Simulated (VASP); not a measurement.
Input of a VASP 6.6.1 run:

File INCAR:

```
ALGO = Fast
EDIFF = 1E-6
EDIFFG = -0.01
ENCUT = 600
GGA = PE
IBRION = 2
ISIF = 3
ISMEAR = -1
IVDW = 12
LASPH = True
LCHARG = False
LREAL = False
LWAVE = False
NELM = 60
NSW = 60
PREC = Accurate
SIGMA = 0.05
```

File KPOINTS:

```
k-points
0
Gamma
  9 9 9
```

Contents of POSCAR:

```
Y
1.0
    0.0000000000      2.5519910612      2.5519910612
    2.5519910612      0.0000000000      2.5519910612
    2.5519910612      2.5519910612      0.0000000000
Y
1
Direct
    0.0000000000      0.0000000000      0.0000000000
```

Potentials or basis: VASP PAW PBE potentials, release 64 (Y_sv).

Launch:

```sh
$ cat potpaw_PBE.64/Y_sv/POTCAR > POTCAR
$ mpirun -np 1 vasp_std > vasp.out
```

Problem. What does it give for the space group after relaxing (to 0.05 Å)?

Solution. Fm-3m (No. 225).

Problem. Predict the relaxed volume.

Solution. 31.02 Å³/atom.

Problem. Estimate the relaxed cell.

Solution. a = 3.527 Å, b = 3.527 Å, c = 3.527 Å, α = 60.00°, β = 60.00°, γ = 60.00°.

Problem. Estimate the dispersion energy per atom.

Solution. -0.355 eV.

Final structure:
```xyz
1
Lattice="0.0000 2.4937 2.4937 2.4937 0.0000 2.4937 2.4937 2.4937 0.0000" Properties=species:S:1:pos:R:3 pbc="T T T"
Y     0.0000    0.0000    0.0000
```

Caveat: pairwise dispersion overbinds metals, which lowers pressure and volume.
